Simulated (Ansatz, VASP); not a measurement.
**Two plane-wave programs on PtS2**

Contents of INCAR:

```
SYSTEM = PtS2
ALGO = Normal ; EDIFF = 1E-7
EDIFFG = -0.05 ; ENCUT = 600
GGA = CA ; IBRION = 2
ISIF = 3 ; ISMEAR = 0
LASPH = .True. ; LCHARG = .False.
LREAL = .False. ; LWAVE = .False.
NELM = 100 ; NSW = 100
PREC = Accurate ; SIGMA = 0.1
```

The input KPOINTS:

```
k-points
0
Gamma
  6 6 4
  0 0 0
```

POSCAR

```
PtS2
1.0
    3.5431994758      0.0000000000      0.0000000000
   -1.7715997379      3.0685007567      0.0000000000
    0.0000000000      0.0000000000      5.0388000000
Pt S
1 2
Direct
    0.0000000000      0.0000000000      0.0000000000
    0.3333333333      0.6666666667      0.2500000000
    0.6666666667      0.3333333333      0.7500000000
```

Input for Ansatz:

```yaml
crystal:
  lattice:
    - [3.5431994758, 0.0, 0.0]
    - [-1.7715997379, 3.0685007567, 0.0]
    - [0.0, 0.0, 5.0388]
  atoms:
    - { symbol: Pt, position: [0.0, 0.0, 0.0] }
    - { symbol: S, position: [0.3333333333, 0.6666666667, 0.25] }
    - { symbol: S, position: [0.6666666667, 0.3333333333, 0.75] }
basis:
  ecutwfc: 420
kpoints:
  mp_grid: { grid: [6, 6, 4] }
hamiltonian:
  xc: lda
scf:
  occupations: { method: gaussian, width: 0.1 }
output:
  forces: true
  stress: true
  eigenvalues: true
relax:
  adjacent_minimum: "off"
  f_tol: 0.05
  max_steps: 80
  cell: { stress_tol: 0.5 }
```

Alike in both runs: task relaxation of cell and atoms; functional LDA; k mesh 6 × 6 × 4; occupations gaussian, width 0.1 eV; no spin polarisation.

```csv
,VASP,Ansatz
version,VASP 6.6.1,Ansatz 0.2.0
potentials or method,"VASP PAW LDA potentials, release 64 (Pt, S), cutoff 600 eV","scalar-relativistic, plane waves, PAW"
valence electrons in the cell,22,30
```

VASP gave:

```
gap on the k mesh at the Fermi level, each at its own relaxed structure (eV) : none
relaxed volume (Å³/atom)                                                     : 16.73
relaxed cell length with the largest relative difference (Å)                 : 4.563
```

Question: Which values does Ansatz return?

Answer: gap on the k mesh at the Fermi level, each at its own relaxed structure (eV): none; relaxed volume (Å³/atom): 16.77; relaxed cell length with the largest relative difference (Å): 4.581.

LDA's correlation is that of Perdew and Zunger in VASP and of Perdew and Wang (1992) in Ansatz. A gap of «none» marks a metal or a gap that the smearing closes. VASP's potentials hold 22 valence electrons a cell and Ansatz's 30, so a difference there can come from the potentials and not from the codes.

Spin-orbit coupling is off throughout.
